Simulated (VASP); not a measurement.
A run of VASP 6.6.1 is set up as follows.

INCAR

```
SYSTEM = Al5Si3C3N5
ALGO     = Normal         ! electronic algorithm
EDIFF    = 1E-7           ! SCF threshold, eV
ENCUT    = 520            ! plane-wave cutoff, eV
GGA      = PS             ! functional
ISIF     = 2              ! what is computed and relaxed
ISMEAR   = -1             ! smearing method
LASPH    = .TRUE.         ! aspherical terms in the spheres
LCHARG   = .FALSE.        ! write CHGCAR
LREAL    = Auto         
LWAVE    = .FALSE.        ! write WAVECAR
NBANDS   = 46             ! bands
NELM     = 100            ! most SCF steps
PREC     = Accurate       ! precision mode
SIGMA    = 0.05           ! smearing width, eV
```

The input KPOINTS:

```
Automatic mesh
0
Gamma
  2 2 2
  0.5 0.5 0.5
```

Contents of POSCAR:

```
Al5Si3C3N5
1.0
    6.1989050000      0.0000000000      0.0000000000
    0.0000000000      5.3684090000      0.0000000000
    0.0000000000      0.0000000000      5.0078640000
Al Si C N
5 3 3 5
Direct
    0.2301500000      0.1755250000      0.4999930000
    0.0150940000      0.6620220000      0.4788340000
    0.5144220000      0.6915890000      0.4951380000
    0.9943430000      0.3288400000      0.9900230000
    0.2756240000      0.8175540000      0.0005340000
    0.7629060000      0.1665760000      0.4785710000
    0.4925680000      0.3192140000      0.9935450000
    0.7502720000      0.8369580000      0.0059110000
    0.9738930000      0.3046300000      0.3893820000
    0.4965190000      0.2834230000      0.3653420000
    0.7424730000      0.1628770000      0.8834790000
    0.2416390000      0.8234980000      0.4312050000
    0.7522240000      0.8166920000      0.3892840000
    0.2401920000      0.1501100000      0.8989860000
    0.9660300000      0.6547040000      0.8633510000
    0.4991330000      0.6122890000      0.8934960000
```

Potentials or basis: VASP PAW PBE potentials, release 64 (Al, Si, C, N).

Run with:

```sh
$ cat potpaw_PBE.64/Al/POTCAR potpaw_PBE.64/Si/POTCAR potpaw_PBE.64/C/POTCAR potpaw_PBE.64/N/POTCAR > POTCAR
$ mpirun -np 1 vasp_std > vasp.out
```

Task: Estimate the largest force.

Result: 8.896 eV/Å.

Task: Predict the band gap on the k mesh.

Result: 3.11 eV, direct.

Task: What does it give for the pressure?

Result: 8.7 GPa.

Stress tensor (GPa, compression positive):
```
22.50  6.29 -4.59
 6.29  6.01 -4.67
-4.59 -4.67 -2.38
```

Caveat: the k points lie up to 0.63 Å⁻¹ apart; the PAW data sets were made with another functional, which shifts forces and pressure a little. A k mesh can miss the band edges.
